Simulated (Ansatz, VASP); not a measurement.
One calculation of ZnS, two programs

The input POSCAR:

```
ZnS
1.0
    0.0000000000      2.7452197500      2.7857895000
    2.7452197500      0.0000000000      2.7857895000
    2.7452197500      2.7452197500      0.0000000000
Zn S
1 1
Direct
    0.0000000000      0.0000000000      0.0000000000
    0.7500000000      0.7500000000      0.7500000000
```

File INCAR.step1:

```
SYSTEM = ZnS
ALGO = Normal ; EDIFF = 1E-4
ENCUT = 520 ; GGA = PE
ISMEAR = 0 ; LASPH = .TRUE.
LCHARG = .FALSE. ; LREAL = .FALSE.
LWAVE = .TRUE. ; NBANDS = 16
NELM = 100 ; PREC = Accurate
SIGMA = 0.05
```

INCAR.step2

```
SYSTEM = ZnS
ALGO = Normal ; EDIFF = 1E-6
ENCUT = 520 ; ISIF = 2
ISMEAR = 0 ; ISTART = 1
LASPH = .TRUE. ; LCHARG = .TRUE.
LELF = .TRUE. ; LMIXTAU = .TRUE.
LREAL = .FALSE. ; LVHAR = .TRUE.
LWAVE = .FALSE. ; METAGGA = R2SCAN
NBANDS = 16 ; NELM = 100
PREC = Accurate ; SIGMA = 0.05
```

File KPOINTS:

```
k-points
0
G
  8 8 8
  0 0 0
```

Input for Ansatz:

```yaml
crystal:
  lattice:
    - [0.0, 2.74521975, 2.7857895]
    - [2.74521975, 0.0, 2.7857895]
    - [2.74521975, 2.74521975, 0.0]
  atoms:
    - { symbol: Zn, position: [0.0, 0.0, 0.0] }
    - { symbol: S, position: [0.75, 0.75, 0.75] }
basis:
  ecutwfc: 500
kpoints:
  mp_grid: { grid: [8, 8, 8] }
hamiltonian:
  xc: r2scan
scf:
  occupations: { method: gaussian, width: 0.05 }
output:
  forces: true
  stress: true
  eigenvalues: true
```

Change from the starting cell: strain +0.015 along x and y, +0.030 along z, atoms carried along.

Alike in both runs: task single point; functional r2SCAN; k mesh 8 × 8 × 8; occupations gaussian, width 0.05 eV; no spin polarisation.

|  | VASP | Ansatz |
| --- | --- | --- |
| version | VASP 6.6.1 | Ansatz 0.2.0 |
| potentials or method | VASP PAW PBE potentials, release 64 (Zn, S), cutoff 520 eV | scalar-relativistic, plane waves, PAW |
| valence electrons in the cell | 18 | 18 |

|  | VASP | Ansatz | Ansatz less VASP |
| --- | --- | --- | --- |
| gap on the k mesh at the Fermi level (eV) | 2.37 | 2.37 | -0.006 |
| least direct gap on the mesh (eV) | 2.37 | 2.37 | -0.006 |
| pressure (GPa) | -4.7 | -4.8 | -0.04 |
| traceless stress, the component that is largest in VASP (GPa) | -0.44 | -0.45 | -0.013 |

VASP's potentials were made for PBE, not for r2SCAN. With one functional, cell and mesh, what is left measures potentials, basis and numerics.
